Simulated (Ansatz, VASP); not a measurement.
## MoS2 in VASP and in Ansatz

```
CELL_PARAMETERS angstrom
1.60231 0.92510 6.20391
-1.60231 0.92510 6.20391
0.00000 -1.85019 6.20391
ATOMIC_POSITIONS crystal
Mo 0.00000 0.00000 0.00000
S 0.74840 0.74840 0.74840
S 0.58490 0.58490 0.58490
```

Change from the starting cell: volume scaled by 1.04, crystal datasets.

Alike in both runs: task electric field gradients; functional LDA; k mesh 15 × 15 × 15; occupations fermi-dirac, width 0.05 eV; no spin polarisation.

```csv
,VASP,Ansatz
version,VASP 6.6.1,Ansatz 0.2.0
potentials or method,"VASP PAW LDA potentials, release 64 (Mo_sv, S), cutoff 520 eV","all-electron PAW with datasets made for the crystal, scalar-relativistic"
```

|  | VASP | Ansatz | Ansatz less VASP |
| --- | --- | --- | --- |
| pressure (GPa) | -4.4 | -4.5 | -0.06 |
| traceless stress, the component that is largest in VASP (GPa) | 4.22 | 4.25 | +0.030 |
| rms of the force components (eV/Å) | 0.071 | 0.066 | -0.0052 |
| size of Vzz on the site where it differs most (V/Å²) | 91.8 | 89.0 | -2.83 |

LDA's correlation is that of Perdew and Zunger in VASP and of Perdew and Wang (1992) in Ansatz. Atom by atom the forces differ by 0.005 eV/Å (rms over components). Ansatz ran all-electron here, and VASP with PAW potentials.
